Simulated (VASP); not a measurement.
# Rh (Fm-3m) in VASP: further runs

Rh is run at these levels: PBE; tasks: single point.

All numbers are computed with VASP 6.6.1; they aren't measurements. Logs are shortened: lines on timing, memory, paths and dates and some standing lists are left out, and cuts for length are marked.

## 1. The cell of the first run

Symmetry: Fm-3m, No. 225, cubic system. The conventional cell has a = 3.201 Å, b = 3.201 Å, c = 3.201 Å, α = 90.00°, β = 90.00°, γ = 90.00°. Within 3.0 Å of Rh (site symmetry m-3m) lie 12 Rh at 2.26 Å.

## 2. Single point, PBE

INCAR reads:

```
PREC = Accurate
ENCUT = 520
EDIFF = 1E-6
ISMEAR = -1
SIGMA = 0.05
LREAL = False
LASPH = True
NELM = 80
ALGO = Normal
ISIF = 2
LWAVE = False
LCHARG = True
GGA = PE
LELF = True
LVHAR = True
NBANDS = 14
```

KPOINTS reads:

```
regular mesh
0
Gamma
  20 20 20
```

POSCAR reads:

```
Rh
1.0
    0.0000000000      1.6004255170      1.6004255170
    1.6004255170      0.0000000000      1.6004255170
    1.6004255170      1.6004255170      0.0000000000
Rh
1
Direct
    0.0000000000      0.0000000000      0.0000000000
```

Potentials or basis: VASP PAW PBE potentials, release 64 (Rh_pv).

On the command line:

```
$ cat potpaw_PBE.64/Rh_pv/POTCAR > POTCAR
$ mpirun -np 1 vasp_std > vasp.out
```

OUTCAR:

```text
PREC = Accurate
   ENCUT = 520
   EDIFF = 1E-6
   ISMEAR = -1
   LREAL = False
   LASPH = True
   NELM = 80
   ISIF = 2
   GGA = PE

 ion  position               nearest neighbor table
   1  0.000  0.000  0.000-

  LATTYP: Found a face centered cubic cell.
 ALAT       =     3.2008510340

  Lattice vectors:

 A1 = (   0.0000000000,   1.6004255170,   1.6004255170)
 A2 = (   1.6004255170,   0.0000000000,   1.6004255170)
 A3 = (   1.6004255170,   1.6004255170,   0.0000000000)

Analysis of symmetry for initial positions (statically):
=====================================================================
 Subroutine PRICEL returns:
 Original cell was already a primitive cell.

 Routine SETGRP: Setting up the symmetry group for a
 face centered cubic supercell.

 Subroutine GETGRP returns: Found 48 space group operations
 (whereof 48 operations were pure point group operations)
 out of a pool of 48 trial point group operations.

The static configuration has the point symmetry O_h .

Analysis of symmetry for dynamics (positions and initial velocities):
=====================================================================
 Subroutine PRICEL returns:
 Original cell was already a primitive cell.

 Routine SETGRP: Setting up the symmetry group for a
 face centered cubic supercell.

 Subroutine GETGRP returns: Found 48 space group operations
 (whereof 48 operations were pure point group operations)
 out of a pool of 48 trial point group operations.

The dynamic configuration has the point symmetry O_h .

 Subroutine INISYM returns: Found 48 space group operations
 (whereof 48 operations are pure point group operations),
 and found     1 'primitive' translations

----------------------------------------------------------------------------------------

                                     Primitive cell

  volume of cell :       8.1985

  direct lattice vectors                    reciprocal lattice vectors
     0.000000000  1.600425517  1.600425517    -0.312416913  0.312416913  0.312416913
     1.600425517  0.000000000  1.600425517     0.312416913 -0.312416913  0.312416913
     1.600425517  1.600425517  0.000000000     0.312416913  0.312416913 -0.312416913

  length of vectors
     2.263343472  2.263343472  2.263343472     0.541121967  0.541121967  0.541121967

  position of ions in fractional coordinates (direct lattice)
     0.000000000  0.000000000  0.000000000

  ion indices of the primitive-cell ions
   primitive index   ion index
                 1           1

----------------------------------------------------------------------------------------

 KPOINTS: regular mesh

Automatic generation of k-mesh.
 Grid dimensions read from file:
 generate k-points for:   20   20   20

 Generating k-lattice:

  Cartesian coordinates                     Fractional coordinates (reciprocal lattice)
    -0.015620846  0.015620846  0.015620846     0.050000000  0.000000000  0.000000000
     0.015620846 -0.015620846  0.015620846     0.000000000  0.050000000  0.000000000
     0.015620846  0.015620846 -0.015620846     0.000000000  0.000000000  0.050000000

  Length of vectors
     0.027056098  0.027056098  0.027056098

  Shift w.r.t. Gamma in fractional coordinates (k-lattice)
     0.000000000  0.000000000  0.000000000

 Subroutine IBZKPT returns following result:
 ===========================================

 Found    256 irreducible k-points:

 Following reciprocal coordinates:
            Coordinates               Weight
  0.000000  0.000000  0.000000      1.000000
  0.050000  0.000000  0.000000      8.000000
  0.100000  0.000000  0.000000      8.000000
  0.150000  0.000000  0.000000      8.000000
  0.200000  0.000000  0.000000      8.000000
  0.250000  0.000000  0.000000      8.000000
[... 16 lines left out ...]
 -0.400000  0.050000  0.000000     24.000000
 -0.350000  0.050000  0.000000     24.000000
 [... further k-points ...]
   k-points           NKPTS =    256   k-points in BZ     NKDIM =    256   number of bands    NBANDS=     14
   number of dos      NEDOS =    301   number of ions     NIONS =      1
   total plane-waves  NPLWV =   5832
   dimension x,y,z NGX =    18 NGY =   18 NGZ =   18
   dimension x,y,z NGXF=    36 NGYF=   36 NGZF=   36
   ions per type =               1
   NGX,Y,Z   is equivalent  to a cutoff of  13.22, 13.22, 13.22 a.u.
   NGXF,Y,Z  is equivalent  to a cutoff of  26.44, 26.44, 26.44 a.u.
 SYSTEM =  unknown system
   PREC   = accura    normal or accurate (medium, high low for compatibility)
   ISTART =      0    job   : 0-new  1-cont  2-samecut
   ICHARG =      2    charge: 1-file 2-atom 10-const
   ISPIN  =      1    spin polarized calculation?
   LNONCOLLINEAR =      F non collinear calculations
   LSORBIT =      F    spin-orbit coupling
   LASPH  =      T    aspherical Exc in radial PAW
   ENCUT  =  520.0 eV  38.22 Ry    6.18 a.u.   4.21  4.21  4.21*2*pi/ulx,y,z
   NELM   =     80;   NELMIN=  2; NELMDL= -5     # of ELM steps
   EDIFF  = 0.1E-05   stopping-criterion for ELM
   LREAL  =      F    real-space projection
   EDIFFG = 0.1E-04   stopping-criterion for IOM
   NSW    =      0    number of steps for IOM
   IBRION =     -1    ionic relax: 0-MD 1-quasi-New 2-CG
   NFREE  =      0    steps in history (QN), initial steepest desc. (CG)
   ISIF   =      2    stress and relaxation
   ISYM   =      2    0-nonsym 1-usesym 2-fastsym
   POTIM  = 0.5000    time-step for ionic-motion
   TEBEG  =    0.0;   TEEND  =   0.0 temperature during run
   PSTRESS=    0.0 pullay stress
   NELECT =      15.0000    total number of electrons
   NUPDOWN=      -1.0000    fix difference up-down
   EMIN   =  10.00;   EMAX   =-10.00  energy-range for DOS
   EFERMI =   0.00;   METHOD = LEGACY
   ISMEAR =    -1;   SIGMA  =   0.05  broadening in eV -4-tet -1-fermi 0-gaus
   EFERMI_NEDOS =   21; number of points for ismear=-14 and -15
   IALGO  =     38    algorithm
   IMIX   =      4    mixing-type and parameters
     AMIX     =   0.40;   BMIX     =  1.00
     AMIX_MAG =   1.60;   BMIX_MAG =  1.00
  volume/ion in A,a.u.               =       8.20        55.33
  Fermi-wavevector in a.u.,A,eV,Ry     =   2.002288  3.783775 54.547872  4.009156
  Thomas-Fermi vector in A             =   3.017290
   LORBIT       =      0    0 simple, 1 ext, 2 COOP (PROOUT), +10 PAW based schemes
   GGA     = PE    functional components
   LHFCALC =     F    Hartree Fock is set to
   AEXX    =    0.0000 exact exchange contribution
   IVDW    =     0    specifies the selected vdW correction
   LEPSILON=     F    determine dielectric tensor
   LRPA    =     F    only Hartree local field effects (RPA)
 non-spin polarized calculation
  energy-cutoff  :      520.00
  volume of cell :        8.20
 maximum number of plane-waves:       229
 NGX is ok and might be reduce to    18
   NGX =  9   NGY =  9   NGZ =  9

 number of electron      14.9999998 magnetization

 Free energy of the ion-electron system (eV)
  ---------------------------------------------------
  ext. energy  EPLUGINS =         0.00000000
  ---------------------------------------------------
  free energy    TOTEN  =        -1.54648093 eV

  energy without entropy =       -1.54296962  energy(sigma->0) =       -1.54472528

 E-fermi :  24.2826     XC(G=0): -17.6326

 val. band max:       24.2645124625   @ k =   0.3000   0.3000   0.0000
 cond. band min:      24.2877139608   @ k =  -0.4000   0.5000   0.1000
 fundamental gap:      0.0232014984
 Fermi energy:        24.2826169581

 k-point     1 :       0.0000    0.0000    0.0000
  band No.  band energies     occupation
      1     -23.0587      2.00000
      2     -23.0587      2.00000
      3     -23.0587      2.00000
      4      12.5456      2.00000
      5      17.5116      2.00000
      6      17.5116      2.00000
      7      17.5116      2.00000
      8      22.1269      2.00000
      9      22.1269      2.00000
     10      38.0893      0.00000
     11      43.3545      0.00000
     12      47.0389      0.00000
     13      47.0389      0.00000
     14      47.0389      0.00000

 k-point     2 :       0.0500    0.0000    0.0000
  band No.  band energies     occupation
      1     -23.1633      2.00000
      2     -23.0709      2.00000
      3     -23.0709      2.00000
      4      12.7247      2.00000
      5      17.4061      2.00000
      6      17.5934      2.00000
      7      17.5934      2.00000
      8      22.0570      2.00000
      9      22.0570      2.00000
     10      38.4317      0.00000
     11      43.3544      0.00000
     12      46.3415      0.00000
     13      47.3565      0.00000
     14      47.3565      0.00000

 k-point     3 :       0.1000    0.0000    0.0000
  band No.  band energies     occupation
      1     -23.4630      2.00000
      2     -23.1061      2.00000
      3     -23.1061      2.00000
      4      13.2095      2.00000
      5      17.1646      2.00000
      6      17.8136      2.00000
      7      17.8136      2.00000
      8      21.8889      2.00000
      9      21.8889      2.00000
     10      39.3813      0.00000
     11      43.3536      0.00000
     12      44.8857      0.00000
     13      48.2849      0.00000
     14      48.2849      0.00000
[... 324 lines left out ...]
 k-point    23 :      -0.4000    0.0500    0.0000
  band No.  band energies     occupation
      1     -26.6121      2.00000
      2     -23.6074      2.00000
      3     -23.4976      2.00000
      4      12.7346      2.00000
      5      17.2651      2.00000
      6      17.4741      2.00000
      7      23.0968      2.00000
      8      24.6709      0.00085
      9      26.5592      0.00000
     10      38.0088      0.00000
     11      42.5789      0.00000
     12      43.3846      0.00000
     13      50.2933      0.00000
     14      51.4997      0.00000

 k-point    24 :      -0.3500    0.0500    0.0000
  band No.  band energies     occupation
      1     -26.2733      2.00000
      2     -23.5731      2.00000
      3     -23.4373      2.00000
      4      13.0227      2.00000
      5      17.5203      2.00000
      6      17.6834      2.00000
      7      21.8812      2.00000
      8      23.7312      1.99997
      9      25.5790      0.00000
     10      38.1689      0.00000
     11      43.3412      0.00000
     12      44.5835      0.00000
     13      51.7402      0.00000
     14      53.5480      0.00000

 [... further k-points ...]

------------------------ aborting loop because EDIFF is reached ----------------------------------------

  FORCE on cell =-STRESS in cart. coord.  units (eV):
  Direction    XX          YY          ZZ          XY          YZ          ZX
  --------------------------------------------------------------------------------------
  -------------------------------------------------------------------------------------
  Total       26.9172471     26.9172471     26.9172471      0.0000000      0.0000000     -0.0000000
  in kB     5260.2311267   5260.2311267   5260.2311267      0.0000000      0.0000000     -0.0000000
  external PRESSURE =    5260.2311267 kB  Pullay stress =       0.0000000 kB

 VOLUME and BASIS-vectors are now :
 -----------------------------------------------------------------------------
  energy-cutoff  :      520.00
  volume of cell :        8.20
      direct lattice vectors                 reciprocal lattice vectors
     0.000000000  1.600425517  1.600425517    -0.312416913  0.312416913  0.312416913
     1.600425517  0.000000000  1.600425517     0.312416913 -0.312416913  0.312416913
     1.600425517  1.600425517  0.000000000     0.312416913  0.312416913 -0.312416913

 POSITION                                       TOTAL-FORCE (eV/Angst)
 -----------------------------------------------------------------------------------
      0.00000      0.00000      0.00000         0.000000      0.000000      0.000000
 -----------------------------------------------------------------------------------
    total drift:                                0.000000     -0.000000      0.000000

  FREE ENERGIE OF THE ION-ELECTRON SYSTEM (eV)
  ---------------------------------------------------
  free  energy   TOTEN  =        -1.5464809335 eV

  energy  without entropy=       -1.5429696222  energy(sigma->0) =       -1.54472528
```

Run time: 20 s. Hardware: 1 thread of AMD EPYC 9R14 (Zen 4), shared host; peak memory 0.11 GiB.

Results:

```yaml
Free_energy: -1.5465 eV
Pressure: 526.0 GPa
```

Levels at points of the mesh, in eV from the Fermi level:
```csv
k point,band 5,band 6,band 7,band 8,band 9,band 10
"(0.00, 0.00, 0.00)",-6.77,-6.77,-6.77,-2.16,-2.16,13.81
"(0.50, 0.00, 0.00)",-7.06,-7.06,1.07,1.39,1.39,13.82
"(0.50, 0.50, 0.00)",-12.68,1.37,2.41,2.41,5.33,16.65
```

## 3. Single point, PBE

INCAR reads:

```
SYSTEM = Rh
PREC = Accurate
ENCUT = 520
EDIFF = 1E-6
ISMEAR = -1
SIGMA = 0.05
LREAL = .FALSE.
LASPH = .TRUE.
NELM = 100
ALGO = Normal
ISIF = 2
LWAVE = .FALSE.
LCHARG = .FALSE.
GGA = PE
NBANDS = 14
```

KPOINTS reads:

```
regular mesh
0
G
  20 20 20
  0 0 0
```

POSCAR reads:

```
Rh
1.0
    0.0000000000      1.6005193760      1.6005193760
    1.6005193760      0.0000000000      1.6005193760
    1.6005193760      1.6005193760      0.0000000000
Rh
1
Direct
    0.0000000000      0.0000000000      0.0000000000
```

Potentials or basis: VASP PAW PBE potentials, release 64 (Rh_pv).

On the command line:

```
$ cat potpaw_PBE.64/Rh_pv/POTCAR > POTCAR
$ mpirun -np 1 vasp_std > vasp.out
```

It took 20 s on 1 thread of AMD EPYC 9R14 (Zen 4), shared host; peak memory 0.11 GiB.

It converged, with:

```yaml
Free_energy: -1.5512 eV
Pressure: 525.6 GPa
```

Levels at points of the mesh, in eV from the Fermi level:
```tsv
k point	band 4	band 5	band 6	band 7	band 8	band 9	band 10	band 11
(0.00, 0.00, 0.00)	-11.74	-6.77	-6.77	-6.77	-2.16	-2.16	13.81	19.07
(0.50, 0.00, 0.00)	-11.89	-7.06	-7.06	1.07	1.39	1.39	13.82	16.29
(0.50, 0.50, 0.00)	-13.27	-12.68	1.37	2.41	2.41	5.33	16.65	16.65
```
